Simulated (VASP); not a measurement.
# Si (a cell with a defect) in VASP: further runs, part 2 of 2

VASP 6.6.1. Earlier steps stand in the parts before.

## Step 3: Single point, PBE

Contents of INCAR:

```
ALGO = Normal ; EDIFF = 1E-6
ENCUT = 520 ; GGA = PE
ISIF = 2 ; ISMEAR = -1
LASPH = T ; LCHARG = F
LREAL = Auto ; LWAVE = F
NBANDS = 48 ; NELM = 80
PREC = Accurate ; SIGMA = 0.02
```

Contents of KPOINTS:

```
k-points
0
Gamma
  2 2 2
```

Contents of POSCAR:

```
Si
1.0
    0.0000000000      5.4300000000      5.4300000000
    5.4300000000      0.0000000000      5.4300000000
    5.4300000000      5.4300000000      0.0000000000
Si
17
Direct
    0.2506353591     -0.1299723757     -0.0234346225
    0.0330939227      0.2874585635      0.0410865562
   -0.0200184162      0.1198710866      0.4041620626
    0.1407734807      0.1140331492      0.6211418048
   -0.0450552486      0.6514640884     -0.0676703499
    0.1818047882      0.5611786372      0.1383977901
   -0.0098158379      0.5197421731      0.4885635359
    0.0842909761      0.7319521179      0.5237937385
    0.4050276243      0.0966666667     -0.0742357274
    0.6434162063     -0.0369521179      0.0993830571
    0.5123848987      0.0217955801      0.4348895028
    0.5994659300      0.1840331492      0.5530939227
    0.5384254144      0.4645395948      0.0013167587
    0.6015193370      0.6574677716      0.0833977901
    0.4435819521      0.5584069982      0.4606906077
    0.5537569061      0.6720257827      0.6161878453
    0.8723941068      0.1159484346      1.0017863720
```

Potentials or basis: VASP PAW PBE potentials, release 64 (Si).

Launch:

```console
> cat potpaw_PBE.64/Si/POTCAR > POTCAR
> mpirun -np 1 vasp_std > vasp.out
```

OUTCAR:

```text
EDIFF = 1E-6
   ENCUT = 520
   GGA = PE
   ISIF = 2
   ISMEAR = -1
   LASPH = T
   LREAL = Auto
   NELM = 80
   PREC = Accurate

 ion  position               nearest neighbor table
   1  0.251  0.870  0.977-   6 2.26   9 2.35  17 2.52  14 2.66   4 2.70  13 2.75   2 2.95  16 3.10

   2  0.033  0.287  0.041-   5 2.32   3 2.32   9 2.38  17 2.40   1 2.95  14 3.10
   3  0.980  0.120  0.404-   2 2.32  12 2.42   8 2.44   4 2.50
   4  0.141  0.114  0.621-  11 2.37   3 2.50   7 2.55  17 2.60   1 2.70
   5  0.955  0.651  0.932-   2 2.32  14 2.34   6 2.54   8 2.60  10 2.71
   6  0.182  0.561  0.138-  13 2.24   1 2.26   7 2.27   5 2.54
   7  0.990  0.520  0.489-   8 2.25   6 2.27   4 2.55  16 2.74
   8  0.084  0.732  0.524-   7 2.25  15 2.29   3 2.44   5 2.60
   9  0.405  0.097  0.926-  10 2.32   1 2.35   2 2.38  12 2.38  14 2.79
  10  0.643  0.963  0.099-  17 2.21   9 2.32  11 2.44  14 2.59   5 2.71
  11  0.512  0.022  0.435-  16 2.26  12 2.32   4 2.37  10 2.44  17 3.10
  12  0.599  0.184  0.553-  11 2.32  15 2.36   9 2.38   3 2.42
  13  0.538  0.465  0.001-  14 2.19   6 2.24  16 2.54  17 2.62   1 2.75
  14  0.602  0.657  0.083-  13 2.19   5 2.34  15 2.38  10 2.59   1 2.66   9 2.79   2 3.10
  15  0.444  0.558  0.461-   8 2.29  12 2.36  14 2.38  16 2.39
  16  0.554  0.672  0.616-  11 2.26  15 2.39  13 2.54   7 2.74   1 3.10
  17  0.872  0.116  0.002-  10 2.21   2 2.40   1 2.52   4 2.60  13 2.62  11 3.10

  LATTYP: Found a face centered cubic cell.
 ALAT       =    10.8600000000

  Lattice vectors:

 A1 = (   0.0000000000,   5.4300000000,   5.4300000000)
 A2 = (   5.4300000000,   0.0000000000,   5.4300000000)
 A3 = (   5.4300000000,   5.4300000000,   0.0000000000)

Analysis of symmetry for initial positions (statically):
=====================================================================
 Subroutine PRICEL returns:
 Original cell was already a primitive cell.

 Routine SETGRP: Setting up the symmetry group for a
 face centered cubic supercell.

 Subroutine GETGRP returns: Found  1 space group operations
 (whereof  1 operations were pure point group operations)
 out of a pool of 48 trial point group operations.

The static configuration has the point symmetry C_1 .

Analysis of symmetry for dynamics (positions and initial velocities):
=====================================================================
 Subroutine PRICEL returns:
 Original cell was already a primitive cell.

 Routine SETGRP: Setting up the symmetry group for a
 face centered cubic supercell.

 Subroutine GETGRP returns: Found  1 space group operations
 (whereof  1 operations were pure point group operations)
 out of a pool of 48 trial point group operations.

The dynamic configuration has the point symmetry C_1 .

 Subroutine INISYM returns: Found  1 space group operations
 (whereof  1 operations are pure point group operations),
 and found     1 'primitive' translations

----------------------------------------------------------------------------------------

                                     Primitive cell

  volume of cell :     320.2060

  direct lattice vectors                    reciprocal lattice vectors
     0.000000000  5.430000000  5.430000000    -0.092081031  0.092081031  0.092081031
     5.430000000  0.000000000  5.430000000     0.092081031 -0.092081031  0.092081031
[... 78 lines left out ...]
  0.000000  0.500000  0.500000      1.000000
  0.500000  0.000000  0.500000      1.000000
   k-points           NKPTS =      8   k-points in BZ     NKDIM =      8   number of bands    NBANDS=     48
   number of dos      NEDOS =    301   number of ions     NIONS =     17
   total plane-waves  NPLWV = 216000
   dimension x,y,z NGX =    60 NGY =   60 NGZ =   60
   dimension x,y,z NGXF=   120 NGYF=  120 NGZF=  120
   ions per type =              17
   NGX,Y,Z   is equivalent  to a cutoff of  12.99, 12.99, 12.99 a.u.
   NGXF,Y,Z  is equivalent  to a cutoff of  25.98, 25.98, 25.98 a.u.
 SYSTEM =  unknown system
   PREC   = accura    normal or accurate (medium, high low for compatibility)
   ISTART =      0    job   : 0-new  1-cont  2-samecut
   ICHARG =      2    charge: 1-file 2-atom 10-const
   ISPIN  =      1    spin polarized calculation?
   LNONCOLLINEAR =      F non collinear calculations
   LSORBIT =      F    spin-orbit coupling
   LASPH  =      T    aspherical Exc in radial PAW
   ENCUT  =  520.0 eV  38.22 Ry    6.18 a.u.  14.28 14.28 14.28*2*pi/ulx,y,z
   NELM   =     80;   NELMIN=  2; NELMDL= -5     # of ELM steps
   EDIFF  = 0.1E-05   stopping-criterion for ELM
   LREAL  =      T    real-space projection
   EDIFFG = 0.1E-04   stopping-criterion for IOM
   NSW    =      0    number of steps for IOM
   IBRION =     -1    ionic relax: 0-MD 1-quasi-New 2-CG
   NFREE  =      0    steps in history (QN), initial steepest desc. (CG)
   ISIF   =      2    stress and relaxation
   ISYM   =      2    0-nonsym 1-usesym 2-fastsym
   POTIM  = 0.5000    time-step for ionic-motion
   TEBEG  =    0.0;   TEEND  =   0.0 temperature during run
   PSTRESS=    0.0 pullay stress
   NELECT =      68.0000    total number of electrons
   NUPDOWN=      -1.0000    fix difference up-down
   EMIN   =  10.00;   EMAX   =-10.00  energy-range for DOS
   EFERMI =   0.00;   METHOD = LEGACY
   ISMEAR =    -1;   SIGMA  =   0.02  broadening in eV -4-tet -1-fermi 0-gaus
   EFERMI_NEDOS =   21; number of points for ismear=-14 and -15
   IALGO  =     38    algorithm
   IMIX   =      4    mixing-type and parameters
     AMIX     =   0.40;   BMIX     =  1.00
     AMIX_MAG =   1.60;   BMIX_MAG =  1.00
  volume/ion in A,a.u.               =      18.84       127.11
  Fermi-wavevector in a.u.,A,eV,Ry     =   0.976715  1.845724 12.979587  0.953973
  Thomas-Fermi vector in A             =   2.107356
   LORBIT       =      0    0 simple, 1 ext, 2 COOP (PROOUT), +10 PAW based schemes
   GGA     = PE    functional components
   LHFCALC =     F    Hartree Fock is set to
   AEXX    =    0.0000 exact exchange contribution
   IVDW    =     0    specifies the selected vdW correction
   LEPSILON=     F    determine dielectric tensor
   LRPA    =     F    only Hartree local field effects (RPA)
 non-spin polarized calculation
  energy-cutoff  :      520.00
  volume of cell :      320.21
 maximum number of plane-waves:      8646
 NGX is ok and might be reduce to    60
   NGX = 29   NGY = 29   NGZ = 29

 number of electron      68.0000000 magnetization

 Free energy of the ion-electron system (eV)
  ---------------------------------------------------
  ext. energy  EPLUGINS =         0.00000000
  ---------------------------------------------------
  free energy    TOTEN  =       -84.81595684 eV

  energy without entropy =      -84.80699377  energy(sigma->0) =      -84.81147531

 E-fermi :   6.6028     XC(G=0):  -9.7819

 val. band max:        6.5995951002   @ k =   0.0000   0.5000   0.0000
 cond. band min:       6.6112855642   @ k =   0.5000   0.5000   0.0000
 fundamental gap:      0.0116904640
 Fermi energy:         6.6028229129

 k-point     1 :       0.0000    0.0000    0.0000
  band No.  band energies     occupation
      1      -6.1105      2.00000
      2      -3.7230      2.00000
      3      -3.5355      2.00000
      4      -3.3169      2.00000
      5      -3.3090      2.00000
      6      -2.8308      2.00000
[... 381 lines left out ...]
     45       9.9150      0.00000
     46       9.9991      0.00000
 [bands above 46 left out]

------------------------ aborting loop because EDIFF is reached ----------------------------------------

  FORCE on cell =-STRESS in cart. coord.  units (eV):
  Direction    XX          YY          ZZ          XY          YZ          ZX
  --------------------------------------------------------------------------------------
  -------------------------------------------------------------------------------------
  Total        2.8766230     -1.1872933     12.5740390      0.1810223      2.7799561      5.7342126
  in kB       14.3934217     -5.9407205     62.9152463      0.9057601     13.9097405     28.6916078
  external PRESSURE =      23.7893158 kB  Pullay stress =       0.0000000 kB

 VOLUME and BASIS-vectors are now :
 -----------------------------------------------------------------------------
  energy-cutoff  :      520.00
  volume of cell :      320.21
      direct lattice vectors                 reciprocal lattice vectors
     0.000000000  5.430000000  5.430000000    -0.092081031  0.092081031  0.092081031
     5.430000000  0.000000000  5.430000000     0.092081031 -0.092081031  0.092081031
     5.430000000  5.430000000  0.000000000     0.092081031  0.092081031 -0.092081031

 POSITION                                       TOTAL-FORCE (eV/Angst)
 -----------------------------------------------------------------------------------
     10.02700      6.66370      6.08520        -0.041205     -1.056999      0.244768
      1.78400      0.40280      1.74060        -0.033926      0.452290     -0.115445
      2.84550      7.51590      5.97220         0.283489      0.995454     -1.151891
      3.99200      4.13720      1.38360         0.960399     -1.137483      0.071231
      8.60000     10.24790      8.72280         0.181910     -0.186741      1.026402
      3.79870      1.73870      4.03440        -0.346415     -1.390624     -1.403028
[... 9 lines left out ...]
      6.99500      6.35280      6.65600        -1.130927      2.140672     -0.193598
      0.63930      4.74680      5.36670         0.145196     -0.131266      1.902783
 -----------------------------------------------------------------------------------
    total drift:                               -0.001261      0.002829      0.003541

  FREE ENERGIE OF THE ION-ELECTRON SYSTEM (eV)
  ---------------------------------------------------
  free  energy   TOTEN  =       -84.8159568414 eV

  energy  without entropy=      -84.8069937697  energy(sigma->0) =      -84.81147531
```

It took 88 s on 1 thread of Intel Xeon 6975P-C (Granite Rapids), shared host; peak memory 0.47 GiB.

Results:

| Quantity | Value |
| --- | --- |
| Free energy | -84.8160 eV |
| Pressure | 2.4 GPa |
| Largest force | 2.998 eV/Å |
| Band gap on the k mesh | zero (bands 34 and 35 overlap by 0.09 eV) |

Forces in eV/Å, atoms in the order of the input:
```
Si  -0.041 -1.057  0.245
Si  -0.034  0.452 -0.115
Si   0.283  0.995 -1.152
Si   0.960 -1.137  0.071
Si   0.182 -0.187  1.026
Si  -0.346 -1.391 -1.403
Si   0.100 -0.408 -2.001
Si   1.531  0.419  0.262
Si  -0.279 -0.106  0.233
Si   0.089  0.488 -0.741
Si   0.012 -0.748  0.205
Si   0.376  0.211  0.636
Si  -2.955 -0.479 -0.159
Si   1.422  0.585  0.696
Si  -0.314  0.353  0.488
Si  -1.131  2.141 -0.194
Si   0.145 -0.131  1.903
```

Stress tensor (GPa, compression positive):
```
 1.44  0.09  2.87
 0.09 -0.59  1.39
 2.87  1.39  6.29
```

Caveat: the k points lie up to 0.50 Å⁻¹ apart; the atoms stand as in a frame of molecular dynamics.

## Step 4: Single point, PBE

Contents of INCAR:

```
SYSTEM = Si
PREC = Accurate
ENCUT = 520
EDIFF = 1E-6
ISMEAR = -1
SIGMA = 0.02
LREAL = Auto
LASPH = .TRUE.
NELM = 100
ALGO = Normal
ISIF = 2
LWAVE = .FALSE.
LCHARG = .TRUE.
GGA = PE
LELF = .TRUE.
LVHAR = .TRUE.
NBANDS = 48
```

Contents of KPOINTS:

```
Automatic mesh
0
G
  2 2 2
  0 0 0
```

Contents of POSCAR:

```
Si
1.0
    0.0000000000      5.4300000000      5.4300000000
    5.4300000000      0.0000000000      5.4300000000
    5.4300000000      5.4300000000      0.0000000000
Si
17
Direct
    0.2731399632     -0.2054972376     -0.0893462247
    0.1367587477      0.2453775322      0.0939594843
   -0.0852486188      0.1079373849      0.4768876611
    0.0415837937      0.2690423573      0.5810128913
   -0.0887569061      0.6106169429     -0.0488858195
    0.1942817680      0.4823296501      0.1372836096
   -0.0575046041      0.6392357274      0.3938029466
    0.0787016575      0.7457734807      0.5459944751
    0.5194751381      0.0480570902     -0.0604880295
    0.7118876611     -0.0282044199      0.1954604052
    0.4010497238      0.0723941068      0.4868692449
    0.5247237569      0.2269889503      0.5922744015
    0.5730847145      0.3424033149     -0.0334898711
    0.5549907919      0.6536648250      0.0465930018
    0.4296316759      0.5977348066      0.4274033149
    0.5794659300      0.6818047882      0.5853591160
    0.9984162063      0.0999631676      0.9718600368
```

Launch:

```console
> cat potpaw_PBE.64/Si/POTCAR > POTCAR
> mpirun -np 1 vasp_std > vasp.out
```

Run time: 92 s. Hardware: 1 thread of Intel Xeon 6975P-C (Granite Rapids), shared host; peak memory 0.46 GiB.

It converged, with:

```
Free energy            : -84.7614 eV
Pressure               : 0.1 GPa
Largest force          : 2.349 eV/Å
Band gap on the k mesh : zero (bands 34 and 35 overlap by 0.03 eV)
```

Forces on the atoms (eV/Å):
```
Si  -0.657 -0.026  0.564
Si  -0.920 -0.113 -1.960
Si   0.402 -0.544  1.154
Si   0.111  0.065 -1.671
Si  -0.714 -0.280  1.181
Si   0.022  0.083  0.707
Si   1.313  0.622  0.218
Si   1.051 -0.466 -2.049
Si   0.955  0.630 -0.680
Si  -0.621 -1.124 -0.561
Si   0.036  0.759  0.708
Si  -1.158  0.197  0.522
Si   0.105 -0.058  1.147
Si   0.536  0.187 -0.126
Si  -0.833  0.909  0.998
Si  -0.008  0.209 -1.131
Si   0.381 -1.051  0.977
```

Stress tensor (GPa, compression positive):
```
-0.43 -3.61 -0.57
-3.61 -1.25 -0.93
-0.57 -0.93  2.07
```

Levels at points of the mesh, in eV from the Fermi level:
```csv
k point,band 31,band 32,band 33,band 34,band 35,band 36,band 37,band 38
"(0.00, 0.00, 0.00)",-0.65,-0.49,-0.25,-0.09,0.35,0.50,0.50,0.76
"(0.50, 0.00, 0.00)",-0.78,-0.59,-0.48,-0.02,0.04,0.59,0.87,1.37
"(0.00, 0.50, 0.00)",-0.81,-0.70,-0.45,-0.21,0.47,0.76,1.07,1.24
"(0.00, 0.00, 0.50)",-0.90,-0.76,-0.54,-0.05,0.48,0.59,0.82,1.20
"(0.50, 0.50, 0.50)",-0.79,-0.67,-0.48,-0.25,-0.03,0.21,1.17,1.23
"(0.50, 0.50, 0.00)",-1.12,-0.71,-0.20,0.01,0.63,0.88,1.28,1.50
"(0.00, 0.50, 0.50)",-1.16,-0.71,-0.45,-0.08,0.22,0.69,1.32,1.64
"(0.50, 0.00, 0.50)",-1.03,-0.76,-0.53,-0.28,0.39,0.88,1.31,1.47
```

Caveat: the k points lie up to 0.50 Å⁻¹ apart; the atoms stand as in a frame of molecular dynamics.

## Step 5: Single point, PBE

Contents of INCAR:

```
  PREC = Accurate
  ENCUT = 520
  EDIFF = 1E-7
  ISMEAR = -1
  SIGMA = 0.02
  LREAL = Auto
  LASPH = T
  NELM = 80
  ALGO = Normal
  ISIF = 2
  LWAVE = F
  LCHARG = F
  GGA = PE
  NBANDS = 48
```

Contents of KPOINTS:

```
Automatic mesh
0
Gamma
  2 2 2
```

Contents of POSCAR:

```
Si
1.0
    0.0000000000      5.4300000000      5.4300000000
    5.4300000000      0.0000000000      5.4300000000
    5.4300000000      5.4300000000      0.0000000000
Si
17
Direct
    0.2262891344     -0.1875046041     -0.0489410681
    0.0699907919      0.1664180479      0.0963075506
   -0.0254511971      0.0881031308      0.4558931860
    0.1371178637      0.2161233886      0.5341160221
   -0.1241160221      0.5782965009     -0.0408931860
    0.2245580110      0.4258103131      0.1050368324
   -0.1232136280      0.5683517495      0.5579465930
    0.0413443831      0.7037200737      0.6062062615
    0.4573756906      0.1214088398     -0.0423848987
    0.8339963168     -0.1613812155      0.1501104972
    0.5053130755      0.1591988950      0.3055156538
    0.5985543278      0.2168416206      0.5869337017
    0.6284162063      0.4203499079     -0.1225966851
    0.4775506446      0.7752854512      0.1295580110
    0.4264548803      0.5690331492      0.5177440147
    0.5024953959      0.7785543278      0.6123848987
    0.9289779006      0.1510405157      0.8996040516
```

Launch:

```console
> cat potpaw_PBE.64/Si/POTCAR > POTCAR
> mpirun -np 1 vasp_std > vasp.out
```

Run time: 1.9 min. Hardware: 1 thread of Intel Xeon 6975P-C (Granite Rapids), shared host; peak memory 0.46 GiB.

It converged, with:

- Free energy: -83.8218 eV
- Pressure: -0.2 GPa
- Largest force: 2.327 eV/Å
- Band gap on the k mesh: 0.09 eV

Forces on the atoms (eV/Å):
```
Si  -0.336  1.344  0.059
Si   0.171 -0.623  1.450
Si  -0.122  0.224 -1.223
Si  -0.130 -0.336  0.254
Si   1.397  0.951 -1.238
Si   0.305  0.045  0.353
Si  -1.366 -1.575  0.686
Si   0.342  0.554  2.125
Si   0.700 -0.350  0.168
Si  -0.003  0.327 -0.777
Si   0.051  1.029  0.031
Si  -1.271 -0.290 -0.369
Si   1.679 -0.790 -1.405
Si  -1.264  0.672 -0.735
Si   1.034 -1.638  1.078
Si  -0.162 -0.780  0.025
Si  -1.025  1.236 -0.482
```

Stress tensor (GPa, compression positive):
```
-0.57 -1.20 -0.66
-1.20 -1.41 -1.02
-0.66 -1.02  1.37
```

Levels at points of the mesh, in eV from the valence-band top:
```tsv
k point	band 31	band 32	band 33	band 34	band 35	band 36	band 37	band 38
(0.00, 0.00, 0.00)	-0.69	-0.55	-0.29	-0.02	0.42	0.57	0.60	0.72
(0.50, 0.00, 0.00)	-0.78	-0.63	-0.55	-0.33	0.43	0.87	1.03	1.14
(0.00, 0.50, 0.00)	-0.85	-0.45	-0.11	-0.05	0.32	0.57	0.74	1.12
(0.00, 0.00, 0.50)	-0.94	-0.71	-0.37	-0.22	0.09	0.63	0.92	1.39
(0.50, 0.50, 0.50)	-0.94	-0.82	-0.59	-0.07	0.21	0.64	0.78	1.19
(0.50, 0.50, 0.00)	-1.01	-0.67	-0.48	-0.12	0.53	0.83	0.92	1.34
(0.00, 0.50, 0.50)	-1.10	-0.85	-0.53	-0.10	0.39	0.68	1.38	1.45
(0.50, 0.00, 0.50)	-0.98	-0.66	-0.37	0.00	0.42	0.58	1.42	1.64
```

Caveat: the k points lie up to 0.50 Å⁻¹ apart; the atoms stand as in a frame of molecular dynamics.

## Step 6: The runs side by side

| cell | gap on the mesh (eV) | pressure (GPa) | largest force (eV/Å) |
| --- | --- | --- | --- |
| as given, atomic positions A | none | 2.3 | 2.34 |
| as given, atomic positions B | none | 2.4 | 3.00 |
| as given, atomic positions C | none | 0.1 | 2.35 |
| as given, atomic positions D | 0.09 | -0.2 | 2.33 |

Alike in all rows: task single point; level PBE; potentials or basis VASP PAW PBE potentials, release 64 (Si); no spin polarisation; k mesh 2 × 2 × 2; cutoff (eV) 520; smearing fermi-dirac 0.02 eV.

Caveats: all runs use coarse meshes; the atoms stand as in a frame of molecular dynamics (at least some runs).

Absolute energies hang on the potentials; compare differences alone.

The gap in the log of VASP goes by the Fermi energy; the results here count the filled bands.